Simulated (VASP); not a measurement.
# BAs in VASP: notebook

Runs on BAs. Level: r2SCAN. Tasks: single point.

All numbers are computed with VASP 6.6.1; they aren't measurements. Logs are shortened: lines on timing, memory, paths and dates and some standing lists are left out, and cuts for length are marked.

### Step 1. The cell of the first run

The cell holds a wire or tube with vacuum around it, 4 atoms: a = 11.000 Å, b = 9.300 Å, c = 3.729 Å, α = 90.00°, β = 90.00°, γ = 90.00°.

### Step 2. Single point, r2SCAN, collinear spin

The input, POSCAR:

```
BAs
1.0
   11.0000000000      0.0000000000      0.0000000000
    0.0000000000      9.3000000000      0.0000000000
    0.0000000000      0.0000000000      3.7286299017
B As
2 2
Direct
    0.4110213319      0.5000000000      0.0000000000
    0.5889786681      0.5000000000      0.5000000000
    0.4110213319      0.5000000000      0.5000000000
    0.5889786681      0.5000000000      0.0000000000
```

The input, INCAR.step1:

```
PREC     = Accurate       # precision mode
ENCUT    = 520            # plane-wave cutoff, eV
ISMEAR   = 0              # smearing method
SIGMA    = 0.05           # smearing width, eV
LREAL    = F              # projectors in reciprocal space
LASPH    = T              # aspherical terms in the spheres
NELM     = 150            # most SCF steps
ISPIN    = 2              # spin polarisation
MAGMOM   = 0.5 0.5 0.5 0.5 # initial moments
NBANDS   = 20             # bands
GGA      = PE             # functional
ALGO     = Normal         # electronic algorithm
EDIFF    = 1E-4           # SCF threshold, eV
LWAVE    = T              # write WAVECAR
LCHARG   = F              # write CHGCAR
```

The input, INCAR.step2:

```
PREC     = Accurate       # precision mode
ENCUT    = 520            # plane-wave cutoff, eV
EDIFF    = 1E-6           # SCF threshold, eV
ISMEAR   = 0              # smearing method
SIGMA    = 0.05           # smearing width, eV
LREAL    = F              # projectors in reciprocal space
LASPH    = T              # aspherical terms in the spheres
NELM     = 150            # most SCF steps
ALGO     = Normal         # electronic algorithm
ISIF     = 2              # what is computed and relaxed
LWAVE    = F              # write WAVECAR
LCHARG   = F              # write CHGCAR
ISPIN    = 2              # spin polarisation
MAGMOM   = 0.5 0.5 0.5 0.5 # initial moments
LORBIT   = 11             # projections on sites
METAGGA  = R2SCAN         # meta-GGA
LMIXTAU  = T            
NBANDS   = 20             # bands
ISTART   = 1
```

The input, KPOINTS:

```
Automatic mesh
0
Gamma
  1 1 17
```

Potentials or basis: VASP PAW PBE potentials, release 64 (B, As).

Command:

```sh
> cat potpaw_PBE.64/B/POTCAR potpaw_PBE.64/As/POTCAR > POTCAR
> cp INCAR.step1 INCAR
> mpirun -np 1 vasp_std > vasp.out
> cp INCAR.step2 INCAR
> mpirun -np 1 vasp_std > vasp.out
```

OUTCAR:

```text
PREC = Accurate
   ENCUT = 520
   EDIFF = 1E-6
   ISMEAR = 0
   LREAL = F
   LASPH = T
   NELM = 150
   ISIF = 2
   ISPIN = 2
   LORBIT = 11
   METAGGA = R2SCAN
   ISTART = 1

 ion  position               nearest neighbor table
   1  0.411  0.500  0.000-   3 1.86   3 1.86   4 1.96
   2  0.589  0.500  0.500-   4 1.86   4 1.86   3 1.96
   3  0.411  0.500  0.500-   1 1.86   1 1.86   2 1.96   4 2.70   4 2.70
   4  0.589  0.500  0.000-   2 1.86   2 1.86   1 1.96   3 2.70   3 2.70

  LATTYP: Found a simple orthorhombic cell.
 ALAT       =     3.7286299017
 B/A-ratio  =     2.4942137582
 C/A-ratio  =     2.9501453054

  Lattice vectors:

 A1 = (   0.0000000000,   0.0000000000,  -3.7286299017)
 A2 = (   0.0000000000,   9.3000000000,   0.0000000000)
 A3 = (  11.0000000000,   0.0000000000,   0.0000000000)

Analysis of symmetry for initial positions (statically):
=====================================================================
 Subroutine PRICEL returns:
 Original cell was already a primitive cell.

 Routine SETGRP: Setting up the symmetry group for a
 simple orthorhombic supercell.

 Subroutine GETGRP returns: Found  8 space group operations
 (whereof  4 operations were pure point group operations)
 out of a pool of  8 trial point group operations.

The static configuration has the point symmetry C_2v.
 The point group associated with its full space group is D_2h.

Analysis of symmetry for dynamics (positions and initial velocities):
=====================================================================
 Subroutine PRICEL returns:
 Original cell was already a primitive cell.

 Routine SETGRP: Setting up the symmetry group for a
 simple orthorhombic supercell.

 Subroutine GETGRP returns: Found  8 space group operations
 (whereof  4 operations were pure point group operations)
 out of a pool of  8 trial point group operations.

The dynamic configuration has the point symmetry C_2v.
 The point group associated with its full space group is D_2h.

Analysis of structural, dynamic, and magnetic symmetry:
=====================================================================
 Subroutine PRICEL returns:
 Original cell was already a primitive cell.

 Routine SETGRP: Setting up the symmetry group for a
 simple orthorhombic supercell.

 Subroutine GETGRP returns: Found  8 space group operations
 (whereof  4 operations were pure point group operations)
 out of a pool of  8 trial point group operations.

[... 115 lines left out ...]
   LHFCALC =     F    Hartree Fock is set to
   AEXX    =    0.0000 exact exchange contribution
   IVDW    =     0    specifies the selected vdW correction
   LEPSILON=     F    determine dielectric tensor
   LRPA    =     F    only Hartree local field effects (RPA)
 spin polarized calculation
 Gauss-broadening in eV      SIGMA  =   0.05
  energy-cutoff  :      520.00
  volume of cell :      381.44
 maximum number of plane-waves:     10310
 NGX is ok and might be reduce to    84
   NGX = 41   NGY = 35   NGZ = 13

 number of electron      16.0000001 magnetization       0.0000000

 number of electron      16.0000001 magnetization      -0.0000000

 Free energy of the ion-electron system (eV)
  ---------------------------------------------------
  ext. energy  EPLUGINS =         0.00000000
  ---------------------------------------------------
  free energy    TOTEN  =       -38.29556953 eV

  energy without entropy =      -38.29556953  energy(sigma->0) =      -38.29556953

 E-fermi :  -3.2886     XC(G=0):  -2.4381

 val. band max:       -3.5186895144   @ k =   0.0000   0.0000   0.2941
 cond. band min:      -2.6200362551   @ k =   0.0000   0.0000   0.3529
 fundamental gap:      0.8986532594
 Fermi energy:        -3.2885762733

 spin component 1

 k-point     1 :       0.0000    0.0000    0.0000
  band No.  band energies     occupation
      1     -19.0736      1.00000
      2     -14.3745      1.00000
      3     -10.4883      1.00000
      4      -8.3284      1.00000
      5      -7.9364      1.00000
      6      -7.2074      1.00000
[... 183 lines left out ...]
      6      -5.4336      1.00000
[... 12 lines left out ...]
     19       4.8921      0.00000
     20       5.0800      0.00000
 Fermi energy:        -3.2885762733

 spin component 2

 k-point     1 :       0.0000    0.0000    0.0000
  band No.  band energies     occupation
      1     -19.0736      1.00000
      2     -14.3745      1.00000
      3     -10.4883      1.00000
      4      -8.3284      1.00000
      5      -7.9364      1.00000
      6      -7.2074      1.00000
[... 196 lines left out ...]
     19       4.8919      0.00000
     20       5.0798      0.00000

------------------------ aborting loop because EDIFF is reached ----------------------------------------

  FORCE on cell =-STRESS in cart. coord.  units (eV):
  Direction    XX          YY          ZZ          XY          YZ          ZX
  --------------------------------------------------------------------------------------
  -------------------------------------------------------------------------------------
  Total        5.6749930      0.0008983     16.3909918      0.0000000      0.0000000      0.0000000
  in kB       23.8369671      0.0037732     68.8479325      0.0000000      0.0000000      0.0000000
  external PRESSURE =      30.8962243 kB  Pullay stress =       0.0000000 kB

 VOLUME and BASIS-vectors are now :
 -----------------------------------------------------------------------------
  energy-cutoff  :      520.00
  volume of cell :      381.44
      direct lattice vectors                 reciprocal lattice vectors
    11.000000000  0.000000000  0.000000000     0.090909091  0.000000000  0.000000000
     0.000000000  9.300000000  0.000000000     0.000000000  0.107526882  0.000000000
     0.000000000  0.000000000  3.728629902     0.000000000  0.000000000  0.268195028

 POSITION                                       TOTAL-FORCE (eV/Angst)
 -----------------------------------------------------------------------------------
      4.52123      4.65000      0.00000        -0.995300      0.000000      0.000000
      6.47877      4.65000      1.86431         0.995300      0.000000      0.000000
      4.52123      4.65000      1.86431        -1.915358      0.000000      0.000000
      6.47877      4.65000      0.00000         1.915358      0.000000      0.000000
 -----------------------------------------------------------------------------------
    total drift:                                0.000000      0.000000     -0.000000

  FREE ENERGIE OF THE ION-ELECTRON SYSTEM (eV)
  ---------------------------------------------------
  free  energy   TOTEN  =       -38.2955695344 eV

  energy  without entropy=      -38.2955695344  energy(sigma->0) =      -38.29556953

 total charge

# of ion       s       p       d       tot
------------------------------------------
    1        0.738   1.163   0.000   1.902
    2        0.738   1.163   0.000   1.902
    3        1.193   1.763   0.114   3.069
    4        1.193   1.763   0.114   3.069
--------------------------------------------------
tot          3.863   5.852   0.228   9.943

 magnetization (x)

# of ion       s       p       d       tot
------------------------------------------
    1        0.000   0.000   0.000   0.000
    2        0.000   0.000   0.000   0.000
    3        0.000   0.000   0.000   0.000
    4        0.000   0.000   0.000   0.000
--------------------------------------------------
tot          0.000   0.000   0.000   0.000
```

It took 5.1 min on 1 thread of Intel Xeon 6975P-C (Granite Rapids), shared host; peak memory 0.64 GiB.

Results:

* Free energy: -38.2956 eV
* Largest force: 1.915 eV/Å
* Band gap on the k mesh: 0.90 eV (least direct gap 0.91 eV)
* Net moment: 0.00 μB per cell
* Valence electrons inside the program's atomic spheres: B 1.90; As 3.07

Forces on the atoms (eV/Å):
```
B   -0.995  0.000  0.000
B    0.995  0.000  0.000
As  -1.915  0.000  0.000
As   1.915  0.000  0.000
```

Caveat: the PAW data sets were made with another functional, which shifts forces and pressure a little.

### Step 3. Single point, r2SCAN, collinear spin

This run uses another cell than the first one.

The input, POSCAR:

```
BAs
1.0
   11.0000000000      0.0000000000      0.0000000000
    0.0000000000      9.3000000000      0.0000000000
    0.0000000000      0.0000000000      3.9351459987
B As
2 2
Direct
    0.4177547597      0.5000000000      0.0000000000
    0.5822452403      0.5000000000      0.5000000000
    0.3983840067      0.5000000000      0.5000000000
    0.6016159933      0.5000000000      0.0000000000
```

The input, INCAR.step1:

```
SYSTEM = BAs
PREC = Accurate
ENCUT = 520
ISMEAR = 0
SIGMA = 0.05
LREAL = .False.
LASPH = .True.
NELM = 150
ISPIN = 2
MAGMOM = 0.5 0.5 0.5 0.5
NBANDS = 20
GGA = PE
ALGO = Normal
EDIFF = 1E-4
LWAVE = .True.
LCHARG = .False.
```

The input, INCAR.step2:

```
SYSTEM = BAs
PREC = Accurate
ENCUT = 520
EDIFF = 1E-7
ISMEAR = 0
SIGMA = 0.05
LREAL = .False.
LASPH = .True.
NELM = 150
ALGO = Normal
ISIF = 2
LWAVE = .False.
LCHARG = .True.
ISPIN = 2
MAGMOM = 0.5 0.5 0.5 0.5
LORBIT = 11
METAGGA = R2SCAN
LMIXTAU = .True.
LELF = .True.
LVHAR = .True.
NBANDS = 20
ISTART = 1
```

The input, KPOINTS:

```
Automatic mesh
0
Gamma
  1 1 17
  0 0 0
```

Potentials or basis: VASP PAW PBE potentials, release 64 (B, As).

Command:

```sh
> cat potpaw_PBE.64/B/POTCAR potpaw_PBE.64/As/POTCAR > POTCAR
> cp INCAR.step1 INCAR
> mpirun -np 1 vasp_std > vasp.out
> cp INCAR.step2 INCAR
> mpirun -np 1 vasp_std > vasp.out
```

It took 6.2 min on 1 thread of Intel Xeon 6975P-C (Granite Rapids), shared host; peak memory 0.69 GiB.

The run converged. Its results:

| Item | Value |
| --- | --- |
| Free energy | -38.9082 eV |
| Largest force | 0.031 eV/Å |
| Band gap on the k mesh | 1.05 eV (least direct gap 1.11 eV) |
| Net moment | 0.00 μB per cell |
| Valence electrons inside the program's atomic spheres | B 1.71; As 2.93 |

Forces in eV/Å, atoms in the order of the input:
```
B   -0.031  0.000  0.000
B    0.031  0.000  0.000
As  -0.016  0.000  0.000
As   0.016  0.000  0.000
```

Levels at points of the mesh, in eV from the valence-band top:
Spin up:
```csv
k point,band 6,band 7,band 8,band 9,band 10,band 11
"(0.00, 0.00, 0.00)",-3.64,-3.39,-0.67,1.13,2.37,4.02
```
Spin down:
```csv
k point,band 4,band 5,band 6,band 7,band 8,band 9,band 10,band 11,band 12,band 13
"(0.00, 0.00, 0.00)",-4.59,-3.77,-3.64,-3.39,-0.67,1.13,2.37,4.02,4.24,4.45
```

Caveat: the PAW data sets were made with another functional, which shifts forces and pressure a little.
